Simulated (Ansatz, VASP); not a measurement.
# Two plane-wave programs on Ti

INCAR

```
SYSTEM = Ti
PREC = Accurate
ENCUT = 600
EDIFF = 1E-6
ISMEAR = 0
SIGMA = 0.1
LREAL = .False.
LASPH = .True.
NELM = 60
ALGO = Normal
ISIF = 3
LWAVE = .False.
LCHARG = .False.
GGA = PS
IBRION = 2
NSW = 100
EDIFFG = -0.01
```

Contents of KPOINTS:

```
regular mesh
0
Gamma
  8 8 11
  0 0 0
```

POSCAR

```
Ti
1.0
    4.6000000000      0.0000000000      0.0000000000
   -2.3000000000      3.9837170000      0.0000000000
    0.0000000000      0.0000000000      2.8200000000
Ti
3
Direct
    0.0000000000      0.0000000000      0.0000000000
    0.3333333333      0.6666666667      0.5000000000
    0.6666666667      0.3333333333      0.5000000000
```

Input for Ansatz:

```yaml
crystal:
  lattice:
    - [4.6, 0.0, 0.0]
    - [-2.3, 3.983717, 0.0]
    - [0.0, 0.0, 2.82]
  atoms:
    - { symbol: Ti, position: [0.0, 0.0, 0.0] }
    - { symbol: Ti, position: [0.3333333333333333, 0.6666666666666666, 0.5] }
    - { symbol: Ti, position: [0.6666666666666666, 0.3333333333333333, 0.5] }
kpoints:
  mp_grid:
    grid: [8, 8, 11]
    shift: [0.0, 0.0, 0.0]
hamiltonian:
  xc: pbesol
  dispersion: none
scf:
  occupations:
    method: gaussian
    width: 0.1
relax:
  max_steps: 100
  cell: {}
```

Alike in both runs: task relaxation of cell and atoms; functional PBEsol; k mesh 8 × 8 × 11; occupations gaussian, width 0.1 eV; no spin polarisation.

```csv
,VASP,Ansatz
version,VASP 6.6.1,Ansatz 0.2.0
potentials or method,"VASP PAW PBE potentials, release 64 (Ti_sv)","plane waves, PAW"
plane-wave cutoff (eV),600,420
valence electrons in the cell,36,36
```

```tsv
	VASP	Ansatz	Ansatz less VASP
relaxed volume (Å³/atom)	16.44	16.47	+0.028
relaxed cell length with the largest relative difference (Å)	4.513	4.516	+0.0031
```

VASP's potentials were made for PBE, not for PBEsol.
